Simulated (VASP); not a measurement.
Write the native input for VASP 6.6.1 that does the following.

* Task: single point
* Functional: PBEsol
* Potentials or basis: VASP PAW PBE potentials, release 64 (Pb_d, O)
* Cutoff: 520 eV
* k mesh: 2 × 2 × 2, shifted
* Occupations: fermi-dirac, width 0.05 eV
* Spin: no spin polarisation
* Dipole correction: no
* Further INCAR settings: ALGO = Normal; EDIFF = 1e-06; NBANDS = 64

The structure of PbO2 lies in POSCAR:

```
PbO2
1.0
    4.9835360000      0.0000000000      0.0000000000
    0.0000000000      4.9835360000      0.0000000000
    0.0000000000      0.0000000000      6.7958820000
Pb O
4 8
Direct
    0.9859620000      0.9847770000      0.9826100000
    0.9928800000      0.0021620000      0.4926290000
    0.4872950000      0.5014330000      0.2344190000
    0.5155990000      0.4905750000      0.7513230000
    0.3083030000      0.3235070000      0.9945830000
    0.3089010000      0.2946310000      0.4873590000
    0.7101380000      0.6743540000      0.0113670000
    0.7084070000      0.7090690000      0.5057160000
    0.2138230000      0.8046720000      0.2517960000
    0.1951580000      0.8280790000      0.7490360000
    0.8142950000      0.1813700000      0.2540940000
    0.8211400000      0.1866460000      0.7574270000
```

These files were run (other wordings do the same):

INCAR

```
PREC = Accurate ; ENCUT = 520
EDIFF = 1E-6 ; ISMEAR = -1
SIGMA = 0.05 ; LREAL = False
LASPH = True ; NELM = 60
ALGO = Normal ; ISIF = 2
LWAVE = False ; LCHARG = True
GGA = PS ; LELF = True
LVHAR = True ; NBANDS = 64
```

KPOINTS

```
Automatic mesh
0
Gamma
  2 2 2
  0.5 0.5 0.5
```

Potentials or basis: VASP PAW PBE potentials, release 64 (Pb_d, O).

Launch:

```sh
$ cat potpaw_PBE.64/Pb_d/POTCAR potpaw_PBE.64/O/POTCAR > POTCAR
$ mpirun -np 1 vasp_std > vasp.out
```

It gave:

```
Pressure               : 4.8 GPa
Largest force          : 3.893 eV/Å
Band gap on the k mesh : 1.70 eV
```

Caveat: the k points lie up to 0.63 Å⁻¹ apart; the PAW data sets were made with another functional, which shifts forces and pressure a little; spin-orbit coupling is left out, which moves the levels of the heavy elements.

It took 60 s on 1 thread of Intel(R) Xeon(R) Platinum 8488C (Sapphire Rapids) (shared host), peak memory 0.27 GiB.
